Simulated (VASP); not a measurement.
# Fe (P6_3/mmc) in VASP: further runs

Fe is run at these levels: PBEsol; tasks: relaxation of shape and atoms at fixed volume, relaxation of cell and atoms.

Program: VASP 6.6.1. These are calculated values, not measurements. Logs are shortened: lines on timing, memory, paths and dates and some standing lists are left out, and cuts for length are marked.

**1. The cell of the first run**

The structure is hexagonal, space group P6_3/mmc (No. 194). The conventional cell has a = 2.255 Å, b = 2.255 Å, c = 3.567 Å, α = 90.00°, β = 90.00°, γ = 120.00°. Within 2.9 Å of Fe (site symmetry -6m2) lie 12 Fe at 2.21 to 2.26 Å.

This isn't the form of Fe at room conditions, which is bcc.

**2. Relaxation of shape and atoms at fixed volume, PBEsol, collinear spin, ferromagnetic start**

INCAR reads:

```
SYSTEM = Fe
PREC = Accurate
ENCUT = 600
EDIFF = 1E-7
ISMEAR = -1
SIGMA = 0.08
LREAL = .False.
LASPH = .True.
NELM = 200
ALGO = Normal
ISIF = 4
LWAVE = .False.
LCHARG = .False.
ISPIN = 2
MAGMOM = 2.5 2.5
LORBIT = 11
LMAXMIX = 4
GGA = PS
IBRION = 2
NSW = 50
EDIFFG = -0.005
GGA_COMPAT = .False.
NELMIN = 4
```

KPOINTS reads:

```
regular mesh
0
Gamma
  19 19 11
  0 0 0
```

POSCAR reads:

```
Fe
1.0
    2.2553747037      0.0000000000      0.0000000000
   -1.1276873518      1.9532117885      0.0000000000
    0.0000000000      0.0000000000      3.5666760456
Fe
2
Direct
    0.3333333333      0.6666666667      0.2500000000
    0.6666666667      0.3333333333      0.7500000000
```

Potentials or basis: VASP PAW PBE potentials, release 64 (Fe).

Launch:

```
> cat potpaw_PBE.64/Fe/POTCAR > POTCAR
> mpirun -np 1 vasp_std > vasp.out
```

OUTCAR:

```text
SYSTEM = Fe
   PREC = Accurate
   ENCUT = 600
   EDIFF = 1E-7
   ISMEAR = -1
   LREAL = .False.
   LASPH = .True.
   NELM = 200
   ISIF = 4
   ISPIN = 2
   LORBIT = 11
   GGA = PS
   IBRION = 2
   NSW = 50
   EDIFFG = -0.005
   NELMIN = 4

 ion  position               nearest neighbor table
   1  0.333  0.667  0.250-   2 2.21   2 2.21   2 2.21   2 2.21   2 2.21   2 2.21
   2  0.667  0.333  0.750-   1 2.21   1 2.21   1 2.21   1 2.21   1 2.21   1 2.21

  LATTYP: Found a hexagonal cell.
 ALAT       =     2.2553747037
 C/A-ratio  =     1.5814117449

  Lattice vectors:

 A1 = (   2.2553747037,   0.0000000000,   0.0000000000)
 A2 = (  -1.1276873518,   1.9532117885,   0.0000000000)
 A3 = (   0.0000000000,   0.0000000000,   3.5666760456)

Analysis of symmetry for initial positions (statically):
=====================================================================
 Subroutine PRICEL returns:
 Original cell was already a primitive cell.

 Routine SETGRP: Setting up the symmetry group for a
 hexagonal supercell.

 Subroutine GETGRP returns: Found 24 space group operations
 (whereof 12 operations were pure point group operations)
 out of a pool of 24 trial point group operations.

The static configuration has the point symmetry D_3d.
 The point group associated with its full space group is D_6h.

Analysis of symmetry for dynamics (positions and initial velocities):
=====================================================================
 Subroutine PRICEL returns:
 Original cell was already a primitive cell.

 Routine SETGRP: Setting up the symmetry group for a
 hexagonal supercell.

 Subroutine GETGRP returns: Found 24 space group operations
 (whereof 12 operations were pure point group operations)
 out of a pool of 24 trial point group operations.

The dynamic configuration has the point symmetry D_3d.
 The point group associated with its full space group is D_6h.

Analysis of structural, dynamic, and magnetic symmetry:
=====================================================================
 Subroutine PRICEL returns:
 Original cell was already a primitive cell.

 Routine SETGRP: Setting up the symmetry group for a
 hexagonal supercell.

 Subroutine GETGRP returns: Found 24 space group operations
 (whereof 12 operations were pure point group operations)
 out of a pool of 24 trial point group operations.

The overall configuration has the point symmetry D_3d.
 The point group associated with its full space group is D_6h.

 Subroutine INISYM returns: Found 24 space group operations
 (whereof 12 operations are pure point group operations),
 and found     1 'primitive' translations

----------------------------------------------------------------------------------------

                                     Primitive cell

  volume of cell :      15.7120

  direct lattice vectors                    reciprocal lattice vectors
     2.255374704  0.000000000  0.000000000     0.443385305  0.255988625  0.000000000
    -1.127687352  1.953211788  0.000000000     0.000000000  0.511977250  0.000000000
     0.000000000  0.000000000  3.566676046     0.000000000  0.000000000  0.280373095

  length of vectors
     2.255374704  2.255374704  3.566676046     0.511977250  0.511977250  0.280373095

  position of ions in fractional coordinates (direct lattice)
     0.333333333  0.666666667  0.250000000
     0.666666667  0.333333333  0.750000000

  ion indices of the primitive-cell ions
   primitive index   ion index
                 1           1
                 2           2

----------------------------------------------------------------------------------------

 KPOINTS: regular mesh

Automatic generation of k-mesh.
 Grid dimensions read from file:
 generate k-points for:   19   19   11

 Generating k-lattice:

  Cartesian coordinates                     Fractional coordinates (reciprocal lattice)
     0.023336069  0.013473086  0.000000000     0.052631579 -0.000000000  0.000000000
     0.000000000  0.026946171  0.000000000     0.000000000  0.052631579  0.000000000
     0.000000000  0.000000000  0.025488463     0.000000000  0.000000000  0.090909091

  Length of vectors
     0.026946171  0.026946171  0.025488463

  Shift w.r.t. Gamma in fractional coordinates (k-lattice)
     0.000000000  0.000000000  0.000000000

 Subroutine IBZKPT returns following result:
 ===========================================

 Found    240 irreducible k-points:

 Following reciprocal coordinates:
            Coordinates               Weight
  0.000000  0.000000  0.000000      1.000000
  0.052632  0.000000  0.000000      6.000000
  0.105263  0.000000  0.000000      6.000000
  0.157895  0.000000  0.000000      6.000000
  0.210526  0.000000  0.000000      6.000000
  0.263158  0.000000  0.000000      6.000000
[... 16 lines left out ...]
  0.263158  0.105263  0.000000     12.000000
  0.315789  0.105263  0.000000     12.000000
 [... further k-points ...]
   k-points           NKPTS =    240   k-points in BZ     NKDIM =    240   number of bands    NBANDS=     15
   number of dos      NEDOS =    301   number of ions     NIONS =      2
   total plane-waves  NPLWV =   9072
   dimension x,y,z NGX =    18 NGY =   18 NGZ =   28
   dimension x,y,z NGXF=    36 NGYF=   36 NGZF=   56
   ions per type =               2
   NGX,Y,Z   is equivalent  to a cutoff of  13.27, 13.27, 13.05 a.u.
   NGXF,Y,Z  is equivalent  to a cutoff of  26.54, 26.54, 26.10 a.u.
 SYSTEM =  Fe
   PREC   = accura    normal or accurate (medium, high low for compatibility)
   ISTART =      0    job   : 0-new  1-cont  2-samecut
   ICHARG =      2    charge: 1-file 2-atom 10-const
   ISPIN  =      2    spin polarized calculation?
   LNONCOLLINEAR =      F non collinear calculations
   LSORBIT =      F    spin-orbit coupling
   LASPH  =      T    aspherical Exc in radial PAW
   ENCUT  =  600.0 eV  44.10 Ry    6.64 a.u.   4.50  4.50  7.12*2*pi/ulx,y,z
   NELM   =    200;   NELMIN=  4; NELMDL= -5     # of ELM steps
   EDIFF  = 0.1E-06   stopping-criterion for ELM
   LREAL  =      F    real-space projection
   EDIFFG = -.5E-02   stopping-criterion for IOM
   NSW    =     50    number of steps for IOM
   IBRION =      2    ionic relax: 0-MD 1-quasi-New 2-CG
   NFREE  =      1    steps in history (QN), initial steepest desc. (CG)
   ISIF   =      4    stress and relaxation
   ISYM   =      2    0-nonsym 1-usesym 2-fastsym
   POTIM  = 0.5000    time-step for ionic-motion
   TEBEG  =    0.0;   TEEND  =   0.0 temperature during run
   PSTRESS=    0.0 pullay stress
   NELECT =      16.0000    total number of electrons
   NUPDOWN=      -1.0000    fix difference up-down
   EMIN   =  10.00;   EMAX   =-10.00  energy-range for DOS
   EFERMI =   0.00;   METHOD = LEGACY
   ISMEAR =    -1;   SIGMA  =   0.08  broadening in eV -4-tet -1-fermi 0-gaus
   EFERMI_NEDOS =   21; number of points for ismear=-14 and -15
   IALGO  =     38    algorithm
   IMIX   =      4    mixing-type and parameters
     AMIX     =   0.40;   BMIX     =  1.00
     AMIX_MAG =   1.60;   BMIX_MAG =  1.00
  volume/ion in A,a.u.               =       7.86        53.01
  Fermi-wavevector in a.u.,A,eV,Ry     =   1.647040  3.112455 36.909097  2.712742
  Thomas-Fermi vector in A             =   2.736567
   LORBIT       =     11    0 simple, 1 ext, 2 COOP (PROOUT), +10 PAW based schemes
   GGA     = PS    functional components
   LHFCALC =     F    Hartree Fock is set to
   AEXX    =    0.0000 exact exchange contribution
   IVDW    =     0    specifies the selected vdW correction
   LEPSILON=     F    determine dielectric tensor
   LRPA    =     F    only Hartree local field effects (RPA)
 conjugate gradient relaxation of ions
 spin polarized calculation
  energy-cutoff  :      600.00
  volume of cell :       15.71
 maximum number of plane-waves:       540
 NGX is ok and might be reduce to    18
   NGX =  9   NGY =  9   NGZ = 15

--------------------------------------- Ionic step        1  -------------------------------------------

 number of electron      15.9999991 magnetization      -0.0000473

 number of electron      15.9999991 magnetization       0.0000101

 Free energy of the ion-electron system (eV)
  ---------------------------------------------------
  ext. energy  EPLUGINS =         0.00000000
  ---------------------------------------------------
  free energy    TOTEN  =       -16.71945823 eV

  energy without entropy =      -16.68506863  energy(sigma->0) =      -16.70226343

------------------------ aborting loop because EDIFF is reached ----------------------------------------

  FORCE on cell =-STRESS in cart. coord.  units (eV):
  Direction    XX          YY          ZZ          XY          YZ          ZX
  --------------------------------------------------------------------------------------
  -------------------------------------------------------------------------------------
  Total       11.5224165     11.5224165     11.8996301      0.0000000      0.0000000     -0.0000000
  in kB     1174.9582806   1174.9582807   1213.4233233      0.0000000      0.0000000     -0.0000000
  external PRESSURE =    1187.7799615 kB  Pullay stress =       0.0000000 kB
[... 61 lines left out ...]
--------------------------------------- Ionic step        3  -------------------------------------------

 number of electron      15.9999989 magnetization      -0.0000016

 number of electron      15.9999989 magnetization       0.0000038

 Free energy of the ion-electron system (eV)
  ---------------------------------------------------
  ext. energy  EPLUGINS =         0.00000000
  ---------------------------------------------------
  free energy    TOTEN  =       -16.71997282 eV

  energy without entropy =      -16.68542902  energy(sigma->0) =      -16.70270092

 E-fermi :  10.1286     XC(G=0): -15.5394

 val. band max:       10.1221479831   @ k =   0.2632   0.2632   0.2727
 cond. band min:      10.1354337404   @ k =   0.4211   0.0526   0.2727
 fundamental gap:      0.0132857574
 Fermi energy:        10.1285916820

 spin component 1

 k-point     1 :       0.0000    0.0000    0.0000
  band No.  band energies     occupation
      1      -0.3504      1.00000
      2       3.3409      1.00000
      3       7.6757      1.00000
      4       7.6757      1.00000
      5       7.8389      1.00000
      6       8.3727      1.00000
      7       8.3727      1.00000
      8       8.9202      1.00000
      9       8.9202      1.00000
     10      10.8276      0.00016
     11      11.1650      0.00000
     12      11.1650      0.00000
     13      21.8796      0.00000
     14      34.1349      0.00000
     15      38.7225      0.00000
[... 399 lines left out ...]
      1       3.8988      1.00000
      2       4.4192      1.00000
      3       4.6091      1.00000
      4       6.3824      1.00000
      5       7.2797      1.00000
      6       8.1560      1.00000
      7       8.2610      1.00000
      8      10.4278      0.02319
      9      10.9773      0.00002
     10      11.5841      0.00000
     11      12.1818      0.00000
     12      20.5524      0.00000
     13      21.7098      0.00000
     14      24.5120      0.00000
     15      27.8822      0.00000

 [... further k-points ...]

 spin component 2

 k-point     1 :       0.0000    0.0000    0.0000
  band No.  band energies     occupation
      1      -0.3504      1.00000
      2       3.3409      1.00000
      3       7.6757      1.00000
      4       7.6757      1.00000
      5       7.8389      1.00000
      6       8.3727      1.00000
      7       8.3727      1.00000
      8       8.9202      1.00000
      9       8.9202      1.00000
     10      10.8276      0.00016
     11      11.1650      0.00000
     12      11.1650      0.00000
     13      21.8796      0.00000
     14      34.1349      0.00000
     15      38.7225      0.00000
[... 443 lines left out ...]
  FREE ENERGIE OF THE ION-ELECTRON SYSTEM (eV)
  ---------------------------------------------------
  free  energy   TOTEN  =       -16.7199728218 eV

  energy  without entropy=      -16.6854290227  energy(sigma->0) =      -16.70270092

 reached required accuracy - stopping structural energy minimisation

 total charge

# of ion       s       p       d       tot
------------------------------------------
    1        0.693   0.959   6.710   8.362
    2        0.693   0.959   6.710   8.362
--------------------------------------------------
tot          1.387   1.917  13.420  16.723

 magnetization (x)

# of ion       s       p       d       tot
------------------------------------------
    1       -0.000  -0.000  -0.000  -0.000
    2       -0.000  -0.000  -0.000  -0.000
--------------------------------------------------
tot         -0.000  -0.000  -0.000  -0.000
```

It took 6.5 min on 1 thread of Oxide Virtual Turin-like, shared host; peak memory 0.19 GiB.

Results:

```
Free energy               : -16.7200 eV
Energy gained by relaxing : 0.3 meV/atom
Ionic steps               : 3
Pressure after relaxing   : 118.7 GPa
Band gap on the k mesh    : zero (filled and empty bands overlap)
Net moment                : 0.00 μB per cell
```

The path:
| step | energy change (eV) | largest force (eV/Å) | pressure (GPa) | volume (Å³) |
| --- | --- | --- | --- | --- |
| 1 | 0.0000 | 0.0000 | 118.78 | 15.71 |
| 2 | 0.0003 | 0.0000 | 118.70 | 15.71 |
| 3 | -0.0005 | 0.0000 | 118.74 | 15.71 |

Final structure:
```xyz
2
Lattice="2.2523 0.0000 0.0000 -1.1261 1.9505 0.0000 0.0000 0.0000 3.5764" Properties=species:S:1:pos:R:3 pbc="T T T"
Fe    0.0000    1.3004    0.8941
Fe    1.1261    0.6502    2.6823
```

Caveat: the moments typed at the start vanished in this run; the PAW data sets were made with another functional, which shifts forces and pressure a little.

**3. Relaxation of cell and atoms, PBEsol, collinear spin, ferromagnetic start**

This run uses another cell than the first one, of 10.84 Å³/atom.

INCAR reads:

```
SYSTEM = Fe
  ALGO = Normal
  EDIFF = 1E-7
  EDIFFG = -0.005
  ENCUT = 600
  GGA = PS
  GGA_COMPAT = .False.
  IBRION = 2
  ISIF = 3
  ISMEAR = -1
  ISPIN = 2
  LASPH = .True.
  LCHARG = .False.
  LMAXMIX = 4
  LORBIT = 11
  LREAL = .False.
  LWAVE = .False.
  MAGMOM = 2.5 2.5
  NELM = 200
  NELMIN = 4
  NSW = 60
  PREC = Accurate
  SIGMA = 0.08
```

KPOINTS reads:

```
k-points
0
Gamma
  19 19 11
  0 0 0
```

POSCAR reads:

```
Fe
1.0
    2.4905645811      0.0000000000      0.0000000000
   -1.2452822905      2.1568921970      0.0000000000
    0.0000000000      0.0000000000      4.0347146213
Fe
2
Direct
    0.3333333333      0.6666666667      0.2500000000
    0.6666666667      0.3333333333      0.7500000000
```

Potentials or basis: VASP PAW PBE potentials, release 64 (Fe).

Launch:

```
> cat potpaw_PBE.64/Fe/POTCAR > POTCAR
> mpirun -np 1 vasp_std > vasp.out
```

Run time: 17 min. Hardware: 1 thread of Oxide Virtual Turin-like, shared host; peak memory 0.23 GiB.

The run converged. Its results:

```
Free energy                                           : -17.8977 eV
Relaxed volume                                        : 9.80 Å³/atom
Relaxed cell                                          : a = 2.428 Å, b = 2.428 Å, c = 3.839 Å, α = 90.00°, β = 90.00°, γ = 120.00°
Space group after relaxing (to 0.1 Å)                 : P6_3/mmc (No. 194)
Energy gained by relaxing                             : 96.6 meV/atom
Ionic steps                                           : 9
Pressure after relaxing                               : 0.0 GPa
Band gap on the k mesh                                : zero (filled and empty bands overlap)
Net moment                                            : 0.00 μB per cell
Valence electrons inside the program's atomic spheres : Fe 7.62
```

Step by step:
```csv
step,energy change (eV),largest force (eV/Å),pressure (GPa),volume (Å³)
1,0.0000,0.0000,-25.55,21.67
2,0.4031,0.0000,75.68,16.69
3,-0.1902,0.0000,-1.07,19.67
4,-0.1906,0.0000,0.13,19.60
5,-0.1906,0.0000,0.79,19.56
6,-0.1930,0.0000,0.35,19.59
7,-0.1932,0.0000,0.44,19.58
8,-0.1932,0.0000,-0.60,19.64
9,-0.1933,0.0000,0.02,19.60
```

Final structure:
```yaml
crystal:
  lattice:
    - [2.42830, 0.00000, 0.00000]
    - [-1.21415, 2.10297, 0.00000]
    - [0.00000, 0.00000, 3.83911]
  atoms:
    - { symbol: Fe, position: [0.33333, 0.66667, 0.25000] }
    - { symbol: Fe, position: [0.66667, 0.33333, 0.75000] }
```

Levels at points of the mesh, in eV from the Fermi level:
Spin up:
| k point | band 4 | band 5 | band 6 | band 7 | band 8 | band 9 | band 10 | band 11 | band 12 | band 13 |
| --- | --- | --- | --- | --- | --- | --- | --- | --- | --- | --- |
| (0.00, 0.00, 0.00) | -1.75 | -1.62 | -1.26 | -1.26 | -0.89 | -0.89 | 0.52 | 0.76 | 0.76 | 9.15 |
Spin down:
```csv
k point,band 6,band 7,band 8,band 9,band 10,band 11
"(0.00, 0.00, 0.00)",-1.26,-1.26,-0.89,-0.89,0.52,0.76
```

Caveat: the moments typed at the start vanished in this run; the PAW data sets were made with another functional, which shifts forces and pressure a little.

The gap in the log of VASP goes by the Fermi energy; the results here count the filled bands.